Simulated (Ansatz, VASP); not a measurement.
Ti2B3: VASP beside Ansatz

INCAR

```
PREC = Accurate ; ENCUT = 520
EDIFF = 1E-6 ; ISMEAR = 0
SIGMA = 0.1 ; LREAL = False
LASPH = True ; NELM = 60
ALGO = Normal ; ISIF = 2
LWAVE = False ; LCHARG = False
GGA = PE ; NBANDS = 24
```

The input KPOINTS:

```
regular mesh
0
Gamma
  6 6 4
```

Contents of POSCAR:

```
Ti2B3
1.0
    3.4629404300      0.0000000000      0.0000000000
    0.0000000000      3.4629404300      0.0000000000
    0.0000000000      0.0000000000      4.8107078400
Ti B
2 3
Direct
    0.0000000000      0.5000000000      0.0000000000
    0.5000000000      0.0000000000      0.0000000000
    0.5000000000      0.5000000000      0.8237833600
    0.5000000000      0.5000000000      0.1762166400
    0.0000000000      0.0000000000      0.0000000000
```

Input for Ansatz:

```yaml
crystal:
  lattice:
    - [3.46294043, 0.0, 0.0]
    - [0.0, 3.46294043, 0.0]
    - [0.0, 0.0, 4.81070784]
  atoms:
    - { symbol: Ti, position: [0.0, 0.5, 0.0] }
    - { symbol: Ti, position: [0.5, 0.0, 0.0] }
    - { symbol: B, position: [0.5, 0.5, 0.82378336] }
    - { symbol: B, position: [0.5, 0.5, 0.17621664] }
    - { symbol: B, position: [0.0, 0.0, 0.0] }
basis:
  ecutwfc: 420
kpoints:
  mp_grid: { grid: [6, 6, 4] }
hamiltonian:
  xc: pbe
scf:
  occupations: { method: gaussian, width: 0.1 }
  lower_state_search: "off"
output:
  forces: true
  stress: true
  eigenvalues: true
```

Alike in both runs: task single point; functional PBE; k mesh 6 × 6 × 4; occupations gaussian, width 0.1 eV; no spin polarisation.

|  | VASP | Ansatz |
| --- | --- | --- |
| version | VASP 6.6.1 | Ansatz 0.2.0 |
| potentials or method | VASP PAW PBE potentials, release 64 (Ti_sv, B), cutoff 520 eV | scalar-relativistic, plane waves, PAW |
| valence electrons in the cell | 33 | 33 |

Ansatz gave:

* gap on the k mesh at the Fermi level (eV): none
* rms of the force components (eV/Å): 1.792

Task: What did VASP give for the same quantities?

Result: gap on the k mesh at the Fermi level (eV): none; rms of the force components (eV/Å): 1.789.

Atom by atom the forces differ by 0.003 eV/Å (rms over components). A gap of «none» marks a metal or a gap that the smearing closes.
